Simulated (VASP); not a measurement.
Crystal: MoS2.

```
Mo S
1.0
     3.24884    0.00000    0.00000
    -1.62442    2.81358    0.00000
     0.00000    0.00000    6.35428
Mo S
1 2
Direct
  0.00000 0.00000 0.50000
  0.66667 0.33333 0.74468
  0.33333 0.66667 0.25532
```

Base run:

| Item | Value |
| --- | --- |
| Program | VASP 6.6.1 |
| Functional | RPBE |
| Dispersion | D3(BJ) |
| Potentials or basis | VASP PAW PBE potentials, release 64 (Mo_sv, S) |
| Cutoff | 520 eV |
| k mesh | 9 × 9 × 4 |
| Occupations | fermi-dirac, width 0.05 eV |
| Spin | no spin polarisation |

Its results: band gap on the k mesh zero (band 13 reaches 7.39 eV, above the bottom of band 14 at 6.34 eV); pressure -15.8 GPa; largest force 0.562 eV/Å.

**Question.** The run is repeated on the same cell with these changes: functional from RPBE to PBEsol; dispersion from D3(BJ) to none. What comes out?

**Answer.** Band gap on the k mesh zero (band 13 reaches 7.19 eV, above the bottom of band 14 at 6.20 eV); pressure -5.8 GPa; largest force 0.277 eV/Å.

Several settings changed at once, so the effect can't be laid on one alone.

Caveats: the PAW data sets were made with another functional, which shifts forces and pressure a little; this functional lacks dispersion, which binds the layers, so the pressure and a relaxed spacing across them are unreliable (some runs).
